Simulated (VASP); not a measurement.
Here is a VASP 6.6.1 calculation.

The input INCAR:

```
  ALGO = Normal
  EDIFF = 1E-6
  EDIFFG = -0.01
  ENCUT = 600
  GGA = PE
  IBRION = 2
  ISIF = 4
  ISMEAR = 0
  LASPH = True
  LCHARG = False
  LREAL = False
  LWAVE = False
  NELM = 60
  NSW = 50
  PREC = Accurate
  SIGMA = 0.02
```

KPOINTS

```
k-points
0
Gamma
  12 12 6
```

The input POSCAR:

```
ZnS
1.0
    3.9711750386      0.0000000000      0.0000000000
   -1.9855875193      3.4391384663      0.0000000000
    0.0000000000      0.0000000000      6.5034919133
Zn S
2 2
Direct
    0.3333333333      0.6666666667      0.0050555997
    0.6666666667      0.3333333333      0.5050555997
    0.3333333333      0.6666666667      0.3799443903
    0.6666666667      0.3333333333      0.8799443903
```

Potentials or basis: VASP PAW PBE potentials, release 64 (Zn, S).

The run is started by

```console
$ cat potpaw_PBE.64/Zn/POTCAR potpaw_PBE.64/S/POTCAR > POTCAR
$ mpirun -np 1 vasp_std > vasp.out
```

(1) Predict the band gap on the k mesh.

Answers

(1) 1.67 eV, direct.
